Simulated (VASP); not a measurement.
Crystal: Y2MoH2.

```xyz
5
Lattice="1.8743 3.2464 0.0000 -1.8743 3.2464 0.0000 0.0000 0.0000 6.1500" Properties=species:S:1:pos:R:3 pbc="T T T"
H    -0.0002    2.1644    3.7330
H     0.0002    4.3285    2.4169
Y    -0.0002    2.1644    1.3930
Y     0.0002    4.3285    4.7570
Mo    0.0000    0.0000    0.0000
```

Base run:

| Item | Value |
| --- | --- |
| Program | VASP 6.6.1 |
| Functional | r2SCAN |
| Potentials or basis | VASP PAW PBE potentials, release 64 (H, Y_sv, Mo_sv) |
| Cutoff | 520 eV |
| k mesh | 6 × 6 × 3 |
| Occupations | fermi-dirac, width 0.1 eV |
| Spin | no spin polarisation |

Its results: pressure 20.8 GPa; largest force 5.516 eV/Å.

Task: The run is repeated on the same cell with these changes: spin from no spin polarisation to collinear spin; further incar settings from ALGO = Normal; EDIFF = 1e-06; NBANDS = 27 to ALGO = Normal; EDIFF = 1e-07; NBANDS = 31. What comes out?

Result: Pressure 21.2 GPa; net moment 1.12 μB per cell; site moments H +0.01; Y +0.12; Mo +0.98 μB; largest force 5.565 eV/Å.

Caveats: the PAW data sets were made with another functional, which shifts forces and pressure a little; the stress differs along the axes, from 16 to 30 GPa (at least some runs); the stress differs along the axes, from 17 to 30 GPa (at least some runs).
